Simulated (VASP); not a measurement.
# AlCo (Cmmm) in VASP: a series of runs, part 2 of 2

VASP 6.6.1. The steps go on from the part before.

## 3. Single point, PBEsol (atoms displaced along a vibrational mode)

The input, INCAR:

```
PREC     = Accurate       # precision mode
ENCUT    = 520            # plane-wave cutoff, eV
EDIFF    = 1E-6           # SCF threshold, eV
ISMEAR   = 0              # smearing method
SIGMA    = 0.15           # smearing width, eV
LREAL    = False          # projectors in reciprocal space
LASPH    = True           # aspherical terms in the spheres
NELM     = 60             # most SCF steps
ALGO     = Fast           # electronic algorithm
ISIF     = 2              # what is computed and relaxed
LWAVE    = False          # write WAVECAR
LCHARG   = True           # write CHGCAR
GGA      = PS             # functional
LELF     = True           # ELF
LVHAR    = True         
NBANDS   = 20             # bands
```

The input, KPOINTS:

```
regular mesh
0
Gamma
  22 16 16
```

The input, POSCAR:

```
AlCo
1.0
   -2.8225855360      0.0000000000      0.0000000000
    0.0000000000      2.8225855360      2.8225855360
    0.0000000000      2.8225855360     -2.8225855360
Al Co
2 2
Direct
    0.0000000000     -0.0276239311      0.0276239311
    0.0000000000      0.5276239311      0.4723760689
    0.5000000000      0.4667857718     -0.0332142282
    0.5000000000      0.0332142282      0.5332142282
```

Potentials or basis: VASP PAW PBE potentials, release 64 (Al, Co).

The run is started by

```console
cat potpaw_PBE.64/Al/POTCAR potpaw_PBE.64/Co/POTCAR > POTCAR
mpirun -np 1 vasp_std > vasp.out
```

OUTCAR:

```text
PREC = Accurate
   ENCUT = 520
   EDIFF = 1E-6
   ISMEAR = 0
   LREAL = False
   LASPH = True
   NELM = 60
   ISIF = 2
   GGA = PS

 ion  position               nearest neighbor table
   1  0.000  0.972  0.028-   3 2.44   4 2.44   3 2.44   4 2.44   4 2.47   4 2.47   3 2.47   3 2.47
                             2 2.51   2 2.84   2 2.84   2 3.13
   2  0.000  0.528  0.472-   3 2.44   4 2.44   3 2.44   4 2.44   4 2.47   4 2.47   3 2.47   3 2.47
                             1 2.51   1 2.84   1 2.84   1 3.13
   3  0.500  0.467  0.967-   1 2.44   2 2.44   1 2.44   2 2.44   4 2.45   1 2.47   2 2.47   2 2.47
                             1 2.47   4 2.85   4 2.85
   4  0.500  0.033  0.533-   1 2.44   2 2.44   1 2.44   2 2.44   3 2.45   1 2.47   2 2.47   1 2.47
                             2 2.47   3 2.85   3 2.85

  LATTYP: Found a simple tetragonal cell.
 ALAT       =     3.9917387460
 C/A-ratio  =     0.7071067812

  Lattice vectors:

 A1 = (   0.0000000000,   2.8225855360,   2.8225855360)
 A2 = (   0.0000000000,   2.8225855360,  -2.8225855360)
 A3 = (  -2.8225855360,   0.0000000000,   0.0000000000)

Analysis of symmetry for initial positions (statically):
=====================================================================
 Subroutine PRICEL returns:
 Original cell was already a primitive cell.

 Routine SETGRP: Setting up the symmetry group for a
 simple tetragonal supercell.

 Subroutine GETGRP returns: Found  8 space group operations
 (whereof  4 operations were pure point group operations)
 out of a pool of 16 trial point group operations.

The static configuration has the point symmetry C_2v.
 The point group associated with its full space group is D_2h.

Analysis of symmetry for dynamics (positions and initial velocities):
=====================================================================
 Subroutine PRICEL returns:
 Original cell was already a primitive cell.

 Routine SETGRP: Setting up the symmetry group for a
 simple tetragonal supercell.

 Subroutine GETGRP returns: Found  8 space group operations
 (whereof  4 operations were pure point group operations)
 out of a pool of 16 trial point group operations.

The dynamic configuration has the point symmetry C_2v.
 The point group associated with its full space group is D_2h.

 Subroutine INISYM returns: Found  8 space group operations
 (whereof  4 operations are pure point group operations),
 and found     1 'primitive' translations

----------------------------------------------------------------------------------------

                                     Primitive cell

  volume of cell :      44.9750

  direct lattice vectors                    reciprocal lattice vectors
    -2.822585536  0.000000000  0.000000000    -0.354285100  0.000000000  0.000000000
     0.000000000  2.822585536  2.822585536     0.000000000  0.177142550  0.177142550
     0.000000000  2.822585536 -2.822585536     0.000000000  0.177142550 -0.177142550

  length of vectors
     2.822585536  3.991738746  3.991738746     0.354285100  0.250517397  0.250517397

  position of ions in fractional coordinates (direct lattice)
     0.000000000  0.972376069  0.027623931
     0.000000000  0.527623931  0.472376069
     0.500000000  0.466785772  0.966785772
     0.500000000  0.033214228  0.533214228

  ion indices of the primitive-cell ions
   primitive index   ion index
[... 24 lines left out ...]
     0.000000000  0.000000000  0.000000000

 Subroutine IBZKPT returns following result:
 ===========================================

 Found    876 irreducible k-points:

 Following reciprocal coordinates:
            Coordinates               Weight
  0.000000  0.000000  0.000000      1.000000
  0.045455  0.000000  0.000000      2.000000
  0.090909  0.000000  0.000000      2.000000
  0.136364  0.000000  0.000000      2.000000
  0.181818  0.000000  0.000000      2.000000
  0.227273  0.000000  0.000000      2.000000
[... 16 lines left out ...]
  0.454545  0.062500  0.000000      8.000000
  0.500000  0.062500  0.000000      4.000000
 [... further k-points ...]
   k-points           NKPTS =    876   k-points in BZ     NKDIM =    876   number of bands    NBANDS=     20
   number of dos      NEDOS =    301   number of ions     NIONS =      4
   total plane-waves  NPLWV =  21600
   dimension x,y,z NGX =    24 NGY =   30 NGZ =   30
   dimension x,y,z NGXF=    48 NGYF=   60 NGZF=   60
   ions per type =               2   2
   NGX,Y,Z   is equivalent  to a cutoff of  14.14, 12.49, 12.49 a.u.
   NGXF,Y,Z  is equivalent  to a cutoff of  28.27, 24.99, 24.99 a.u.
 SYSTEM =  unknown system
   PREC   = accura    normal or accurate (medium, high low for compatibility)
   ISTART =      0    job   : 0-new  1-cont  2-samecut
   ICHARG =      2    charge: 1-file 2-atom 10-const
   ISPIN  =      1    spin polarized calculation?
   LNONCOLLINEAR =      F non collinear calculations
   LSORBIT =      F    spin-orbit coupling
   LASPH  =      T    aspherical Exc in radial PAW
   ENCUT  =  520.0 eV  38.22 Ry    6.18 a.u.   5.25  7.42  7.42*2*pi/ulx,y,z
   NELM   =     60;   NELMIN=  2; NELMDL= -5     # of ELM steps
   EDIFF  = 0.1E-05   stopping-criterion for ELM
   LREAL  =      F    real-space projection
   EDIFFG = 0.1E-04   stopping-criterion for IOM
   NSW    =      0    number of steps for IOM
   IBRION =     -1    ionic relax: 0-MD 1-quasi-New 2-CG
   NFREE  =      0    steps in history (QN), initial steepest desc. (CG)
   ISIF   =      2    stress and relaxation
   ISYM   =      2    0-nonsym 1-usesym 2-fastsym
   POTIM  = 0.5000    time-step for ionic-motion
   TEBEG  =    0.0;   TEEND  =   0.0 temperature during run
   PSTRESS=    0.0 pullay stress
   NELECT =      24.0000    total number of electrons
   NUPDOWN=      -1.0000    fix difference up-down
   EMIN   =  10.00;   EMAX   =-10.00  energy-range for DOS
   EFERMI =   0.00;   METHOD = LEGACY
   ISMEAR =     0;   SIGMA  =   0.15  broadening in eV -4-tet -1-fermi 0-gaus
   EFERMI_NEDOS =   21; number of points for ismear=-14 and -15
   IALGO  =     68    algorithm
   IMIX   =      4    mixing-type and parameters
     AMIX     =   0.40;   BMIX     =  1.00
     AMIX_MAG =   1.60;   BMIX_MAG =  1.00
  volume/ion in A,a.u.               =      11.24        75.88
  Fermi-wavevector in a.u.,A,eV,Ry     =   1.327868  2.509306 23.990236  1.763233
  Thomas-Fermi vector in A             =   2.457148
   LORBIT       =      0    0 simple, 1 ext, 2 COOP (PROOUT), +10 PAW based schemes
   GGA     = PS    functional components
   LHFCALC =     F    Hartree Fock is set to
   AEXX    =    0.0000 exact exchange contribution
   IVDW    =     0    specifies the selected vdW correction
   LEPSILON=     F    determine dielectric tensor
   LRPA    =     F    only Hartree local field effects (RPA)
 non-spin polarized calculation
 RMM-DIIS sequential band-by-band and
 Gauss-broadening in eV      SIGMA  =   0.15
  energy-cutoff  :      520.00
  volume of cell :       44.98
 maximum number of plane-waves:      1248
 NGX is ok and might be reduce to    24
   NGX = 11   NGY = 15   NGZ = 15

 number of electron      23.9999978 magnetization

 Free energy of the ion-electron system (eV)
  ---------------------------------------------------
  ext. energy  EPLUGINS =         0.00000000
  ---------------------------------------------------
  free energy    TOTEN  =       -25.78052449 eV

  energy without entropy =      -25.75515353  energy(sigma->0) =      -25.76783901

 E-fermi :  10.8134     XC(G=0): -12.5227

 val. band max:       10.8128569761   @ k =   0.0455   0.2500   0.1250
 cond. band min:      10.8138979353   @ k =   0.5000  -0.1250   0.4375
 fundamental gap:      0.0010409591
 Fermi energy:        10.8134055047

 k-point     1 :       0.0000    0.0000    0.0000
  band No.  band energies     occupation
      1      -0.4429      2.00000
      2       5.5306      2.00000
      3       7.5250      2.00000
      4       7.7377      2.00000
      5       7.8272      2.00000
      6       7.9829      2.00000
[... 541 lines left out ...]
     19      16.5314      0.00000
     20      19.1991      0.00000

 [... further k-points ...]
[... 5 lines left out ...]
  --------------------------------------------------------------------------------------
  -------------------------------------------------------------------------------------
  Total       -0.5749430      0.9162784      2.4248320      0.0000000      0.0000000      0.0000000
  in kB      -20.4816066     32.6412428     86.3815333      0.0000000      0.0000000      0.0000000
  external PRESSURE =      32.8470565 kB  Pullay stress =       0.0000000 kB

 VOLUME and BASIS-vectors are now :
 -----------------------------------------------------------------------------
  energy-cutoff  :      520.00
  volume of cell :       44.98
      direct lattice vectors                 reciprocal lattice vectors
    -2.822585536  0.000000000  0.000000000    -0.354285100  0.000000000  0.000000000
     0.000000000  2.822585536  2.822585536     0.000000000  0.177142550  0.177142550
     0.000000000  2.822585536 -2.822585536     0.000000000  0.177142550 -0.177142550

 POSITION                                       TOTAL-FORCE (eV/Angst)
 -----------------------------------------------------------------------------------
      0.00000      2.82259      2.66664         0.000000      0.000000      0.819405
      0.00000      2.82259      0.15594         0.000000      0.000000     -0.819405
     -1.41129      4.04638     -1.41129         0.000000      1.518546      0.000000
     -1.41129      1.59879     -1.41129         0.000000     -1.518546      0.000000
 -----------------------------------------------------------------------------------
    total drift:                               -0.000000      0.000000      0.000000

  FREE ENERGIE OF THE ION-ELECTRON SYSTEM (eV)
  ---------------------------------------------------
  free  energy   TOTEN  =       -25.7805244943 eV

  energy  without entropy=      -25.7551535342  energy(sigma->0) =      -25.76783901
```

Wall time 22 min (1 thread of Oxide Virtual Turin-like, shared host); peak memory 0.71 GiB.

Results:

| Property | Result |
| --- | --- |
| Free energy | -25.7805 eV |
| Pressure | 3.3 GPa |
| Largest force | 1.519 eV/Å |
| Band gap on the k mesh | zero (bands 12 and 13 overlap by 1.05 eV) |

Forces on the atoms (eV/Å):
```
Al   0.000  0.000  0.819
Al   0.000  0.000 -0.819
Co   0.000  1.519  0.000
Co   0.000 -1.519  0.000
```

Levels at points of the mesh, in eV from the Fermi level:
```tsv
k point	band 10	band 11	band 12	band 13	band 14	band 15
(0.00, 0.00, 0.00)	-0.81	-0.68	-0.38	-0.37	2.03	3.49
(0.50, 0.00, 0.00)	-0.23	-0.11	0.18	2.47	2.67	2.82
(0.00, 0.50, 0.00)	-1.29	-1.07	-0.89	0.91	1.82	3.48
(0.50, 0.50, 0.00)	-0.99	-0.95	-0.02	0.28	0.47	5.10
(0.00, 0.50, 0.50)	-1.44	-0.63	-0.60	0.07	0.11	8.47
(0.50, 0.50, 0.50)	-1.43	-1.24	-0.85	-0.12	-0.12	2.36
```

Caveat: the cell differs from its parent crystal (atoms displaced along a vibrational mode); the stress differs along the axes, from -2 to 9 GPa; the PAW data sets were made with another functional, which shifts forces and pressure a little; the run has no spin polarisation, though such a crystal can be magnetic.
